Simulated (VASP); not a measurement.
# Cr2CoF4 (Fd-3m) in VASP: single point with LDA

Aim: the single point of Cr2CoF4 with LDA.

All numbers are computed with VASP 6.6.1; they aren't measurements. Logs are shortened: lines on timing, memory, paths and dates and some standing lists are left out, and cuts for length are marked.

### 1 The cell of the first run

It takes space group Fd-3m (No. 227, cubic). Conventional cell: a = 8.695 Å, b = 8.695 Å, c = 8.695 Å, α = 90.00°, β = 90.00°, γ = 90.00°. Within 2.7 Å of Co (site symmetry -43m) lie 4 F at 2.05 Å. Within 2.8 Å of Cr (site symmetry -3m) lie 6 F at 2.08 Å. F (site symmetry 3m) has 1 Co at 2.05 Å and 3 Cr at 2.08 Å and 3 F at 2.80 Å within 2.9 Å.

### 2 Single point, LDA

Input file INCAR:

```
SYSTEM = Cr2CoF4
PREC     = Accurate       ! precision mode
ENCUT    = 520            ! plane-wave cutoff, eV
EDIFF    = 1E-6           ! SCF threshold, eV
ISMEAR   = -1             ! smearing method
SIGMA    = 0.1            ! smearing width, eV
LREAL    = .FALSE.        ! projectors in reciprocal space
LASPH    = .TRUE.         ! aspherical terms in the spheres
NELM     = 100            ! most SCF steps
ALGO     = Fast           ! electronic algorithm
ISIF     = 2              ! what is computed and relaxed
LWAVE    = .FALSE.        ! write WAVECAR
LCHARG   = .TRUE.         ! write CHGCAR
LELF     = .TRUE.         ! ELF
LVHAR    = .TRUE.       
NBANDS   = 74             ! bands
```

Input file KPOINTS:

```
Automatic mesh
0
G
  7 7 7
  0 0 0
```

Input file POSCAR:

```
Cr2CoF4
1.0
    0.0000000000      4.3476012800      4.3476012800
    4.3476012800      0.0000000000      4.3476012800
    4.3476012800      4.3476012800      0.0000000000
Co Cr F
2 4 8
Direct
    0.1250000000      0.1250000000      0.1250000000
    0.8750000000      0.8750000000      0.8750000000
    0.5000000000      0.5000000000      0.5000000000
    0.0000000000      0.5000000000      0.5000000000
    0.5000000000      0.5000000000      0.0000000000
    0.5000000000      0.0000000000      0.5000000000
    0.2610000000      0.2610000000      0.2610000000
    0.2830000000      0.7390000000      0.7390000000
    0.2610000000      0.2610000000      0.7170000000
    0.7390000000      0.2830000000      0.7390000000
    0.7170000000      0.2610000000      0.2610000000
    0.7390000000      0.7390000000      0.7390000000
    0.2610000000      0.7170000000      0.2610000000
    0.7390000000      0.7390000000      0.2830000000
```

Potentials or basis: VASP PAW LDA potentials, release 64 (Co, Cr_pv, F).

Launch:

```
> cat potpaw_LDA.64/Co/POTCAR potpaw_LDA.64/Cr_pv/POTCAR potpaw_LDA.64/F/POTCAR > POTCAR
> mpirun -np 1 vasp_std > vasp.out
```

OUTCAR:

```text
SYSTEM = Cr2CoF4
   PREC = Accurate
   ENCUT = 520
   EDIFF = 1E-6
   ISMEAR = -1
   LREAL = .FALSE.
   LASPH = .TRUE.
   NELM = 100
   ISIF = 2

 ion  position               nearest neighbor table
   1  0.125  0.125  0.125-   9 2.05  11 2.05  13 2.05   7 2.05
   2  0.875  0.875  0.875-   8 2.05  10 2.05  14 2.05  12 2.05
   3  0.500  0.500  0.500-   8 2.08   9 2.08  10 2.08  11 2.08  13 2.08  14 2.08   4 3.07   5 3.07
                             6 3.07   5 3.07   6 3.07   4 3.07
   4  0.000  0.500  0.500-   7 2.08  12 2.08  10 2.08   9 2.08  13 2.08  14 2.08   3 3.07   5 3.07
                             6 3.07   3 3.07   5 3.07   6 3.07
   5  0.500  0.500  0.000-   7 2.08  12 2.08  10 2.08  11 2.08   8 2.08  13 2.08   3 3.07   3 3.07
                             4 3.07   6 3.07   6 3.07   4 3.07
   6  0.500  0.000  0.500-   7 2.08  12 2.08   9 2.08  11 2.08   8 2.08  14 2.08   3 3.07   5 3.07
                             3 3.07   4 3.07   5 3.07   4 3.07
   7  0.261  0.261  0.261-   1 2.05   5 2.08   4 2.08   6 2.08
   8  0.283  0.739  0.739-   2 2.05   3 2.08   5 2.08   6 2.08
   9  0.261  0.261  0.717-   1 2.05   3 2.08   4 2.08   6 2.08
  10  0.739  0.283  0.739-   2 2.05   3 2.08   4 2.08   5 2.08
  11  0.717  0.261  0.261-   1 2.05   3 2.08   5 2.08   6 2.08
  12  0.739  0.739  0.739-   2 2.05   5 2.08   4 2.08   6 2.08
  13  0.261  0.717  0.261-   1 2.05   3 2.08   4 2.08   5 2.08
  14  0.739  0.739  0.283-   2 2.05   3 2.08   4 2.08   6 2.08

  LATTYP: Found a face centered cubic cell.
 ALAT       =     8.6952025600

  Lattice vectors:

 A1 = (   0.0000000000,   4.3476012800,   4.3476012800)
 A2 = (   4.3476012800,   0.0000000000,   4.3476012800)
 A3 = (   4.3476012800,   4.3476012800,   0.0000000000)

Analysis of symmetry for initial positions (statically):
=====================================================================
 Subroutine PRICEL returns:
 Original cell was already a primitive cell.

 Routine SETGRP: Setting up the symmetry group for a
 face centered cubic supercell.

 Subroutine GETGRP returns: Found 48 space group operations
 (whereof 12 operations were pure point group operations)
 out of a pool of 48 trial point group operations.

The static configuration has the point symmetry D_3d.
 The point group associated with its full space group is O_h .

Analysis of symmetry for dynamics (positions and initial velocities):
=====================================================================
 Subroutine PRICEL returns:
 Original cell was already a primitive cell.

 Routine SETGRP: Setting up the symmetry group for a
 face centered cubic supercell.

 Subroutine GETGRP returns: Found 48 space group operations
 (whereof 12 operations were pure point group operations)
 out of a pool of 48 trial point group operations.

[... 142 lines left out ...]
  Fermi-wavevector in a.u.,A,eV,Ry     =   1.482296  2.801134 29.894758  2.197203
  Thomas-Fermi vector in A             =   2.596100
   LORBIT       =      0    0 simple, 1 ext, 2 COOP (PROOUT), +10 PAW based schemes
   GGA     = CA    functional components
   LHFCALC =     F    Hartree Fock is set to
   AEXX    =    0.0000 exact exchange contribution
   IVDW    =     0    specifies the selected vdW correction
   LEPSILON=     F    determine dielectric tensor
   LRPA    =     F    only Hartree local field effects (RPA)
 non-spin polarized calculation
 RMM-DIIS sequential band-by-band and
  energy-cutoff  :      520.00
  volume of cell :      164.35
 maximum number of plane-waves:      4477
 NGX is ok and might be reduce to    48
   NGX = 23   NGY = 23   NGZ = 23

 number of electron     121.9999984 magnetization

 Free energy of the ion-electron system (eV)
  ---------------------------------------------------
  ext. energy  EPLUGINS =         0.00000000
  ---------------------------------------------------
  free energy    TOTEN  =       -85.25944626 eV

  energy without entropy =      -84.14312981  energy(sigma->0) =      -84.70128803

 E-fermi :   6.1622     XC(G=0): -11.5397

 val. band max:        6.1552464327   @ k =  -0.4286   0.4286   0.1429
 cond. band min:       6.1633490568   @ k =  -0.4286   0.4286   0.0000
 fundamental gap:      0.0081026242
 Fermi energy:         6.1621756020

 k-point     1 :       0.0000    0.0000    0.0000
  band No.  band energies     occupation
      1     -37.0865      2.00000
      2     -36.9724      2.00000
      3     -36.9724      2.00000
      4     -36.9724      2.00000
      5     -36.9031      2.00000
      6     -36.9031      2.00000
[... 1509 lines left out ...]
     72       7.0942      0.00018
     73       7.1577      0.00009
 [bands above 73 left out]

------------------------ aborting loop because EDIFF is reached ----------------------------------------

  FORCE on cell =-STRESS in cart. coord.  units (eV):
  Direction    XX          YY          ZZ          XY          YZ          ZX
  --------------------------------------------------------------------------------------
  -------------------------------------------------------------------------------------
  Total      -10.5195794    -10.5195794    -10.5195794     -0.0000000      0.0000000     -0.0000000
  in kB     -102.5486240   -102.5486240   -102.5486240     -0.0000000      0.0000000     -0.0000000
  external PRESSURE =    -102.5486240 kB  Pullay stress =       0.0000000 kB

 VOLUME and BASIS-vectors are now :
 -----------------------------------------------------------------------------
  energy-cutoff  :      520.00
  volume of cell :      164.35
      direct lattice vectors                 reciprocal lattice vectors
     0.000000000  4.347601280  4.347601280    -0.115005946  0.115005946  0.115005946
     4.347601280  0.000000000  4.347601280     0.115005946 -0.115005946  0.115005946
     4.347601280  4.347601280  0.000000000     0.115005946  0.115005946 -0.115005946

 POSITION                                       TOTAL-FORCE (eV/Angst)
 -----------------------------------------------------------------------------------
      1.08690      1.08690      1.08690        -0.000000     -0.000000      0.000000
      7.60830      7.60830      7.60830        -0.000000     -0.000000      0.000000
      4.34760      4.34760      4.34760        -0.000000     -0.000000      0.000000
      4.34760      2.17380      2.17380        -0.000000     -0.000000      0.000000
      2.17380      2.17380      4.34760        -0.000000     -0.000000      0.000000
      2.17380      4.34760      2.17380        -0.000000     -0.000000      0.000000
      2.26945      2.26945      2.26945         0.076957      0.076957      0.076957
      6.42575      4.44325      4.44325        -0.076957      0.076957      0.076957
      4.25195      4.25195      2.26945        -0.076957     -0.076957      0.076957
      4.44325      6.42575      4.44325         0.076957     -0.076957      0.076957
      2.26945      4.25195      4.25195         0.076957     -0.076957     -0.076957
      6.42575      6.42575      6.42575        -0.076957     -0.076957     -0.076957
      4.25195      2.26945      4.25195        -0.076957      0.076957     -0.076957
      4.44325      4.44325      6.42575         0.076957      0.076957     -0.076957
 -----------------------------------------------------------------------------------
    total drift:                                0.000000      0.000000      0.000000

  FREE ENERGIE OF THE ION-ELECTRON SYSTEM (eV)
  ---------------------------------------------------
  free  energy   TOTEN  =       -85.2594462636 eV

  energy  without entropy=      -84.1431298060  energy(sigma->0) =      -84.70128803
```

OSZICAR:

```text
N       E                     dE             d eps       ncg     rms          rms(c)
DAV:   1     0.179272541952E+04    0.17927E+04   -0.64091E+04  2992   0.191E+03
DAV:   2     0.187873771001E+03   -0.16049E+04   -0.15200E+04  3050   0.565E+02
DAV:   3    -0.756837178589E+02   -0.26356E+03   -0.25037E+03  3222   0.234E+02
[... 46 lines left out ...]
RMM:  50    -0.852594412542E+02   -0.17812E-05   -0.18148E-05  1394   0.251E-03    0.716E-04
RMM:  51    -0.852594428429E+02   -0.15888E-05   -0.16180E-05  1445   0.236E-03    0.961E-04
RMM:  52    -0.852594441261E+02   -0.12832E-05   -0.13117E-05  1447   0.221E-03    0.682E-04
RMM:  53    -0.852594453152E+02   -0.11891E-05   -0.12106E-05  1301   0.204E-03    0.621E-04
RMM:  54    -0.852594462636E+02   -0.94844E-06   -0.96913E-06  1265   0.192E-03
   1 F= -.85259446E+02 E0= -.84701288E+02  d E =-.111632E+01
```

stdout:

```text
POSCAR found type information on POSCAR CoCrF
 POSCAR found :  3 types and      14 ions
 scaLAPACK will be used
 LDA part: xc-table for (Slater(with rela. corr.)+CA(PZ))
 , standard interpolation
 POSCAR, INCAR and KPOINTS ok, starting setup
 FFT: planning ... GRIDC
 FFT: planning ... GRID_SOFT
 FFT: planning ... GRID
 WAVECAR not read
 entering main loop
WARNING in EDDRMM: call to ZHEGV failed, returncode =   8  4     69
WARNING in EDDRMM: call to ZHEGV failed, returncode =   8  4     72
WARNING in EDDRMM: call to ZHEGV failed, returncode =   6  3     68
WARNING in EDDRMM: call to ZHEGV failed, returncode =   8  4     68
```

It took 15 min on 1 thread of AMD EPYC 9R45 (Zen 5), shared host; peak memory 0.34 GiB.

What came out:

- Free energy: -85.2594 eV
- Pressure: -10.3 GPa
- Largest force: 0.133 eV/Å
- Band gap on the k mesh: zero (bands 61 and 62 overlap by 0.03 eV)

Forces in eV/Å, atoms in the order of the input:
```
Co   0.000  0.000  0.000
Co   0.000  0.000  0.000
Cr   0.000  0.000  0.000
Cr   0.000  0.000  0.000
Cr   0.000  0.000  0.000
Cr   0.000  0.000  0.000
F    0.077  0.077  0.077
F   -0.077  0.077  0.077
F   -0.077 -0.077  0.077
F    0.077 -0.077  0.077
F    0.077 -0.077 -0.077
F   -0.077 -0.077 -0.077
F   -0.077  0.077 -0.077
F    0.077  0.077 -0.077
```

Caveat: the cell stands under tension; the run has no spin polarisation, though such a crystal can be magnetic; semilocal functionals often make such compounds metallic where correlation or magnetic order opens a gap, which also shifts bond lengths. With open d or f shells a metallic result of LDA can be an artefact of self-interaction; +U or a hybrid may open a gap.
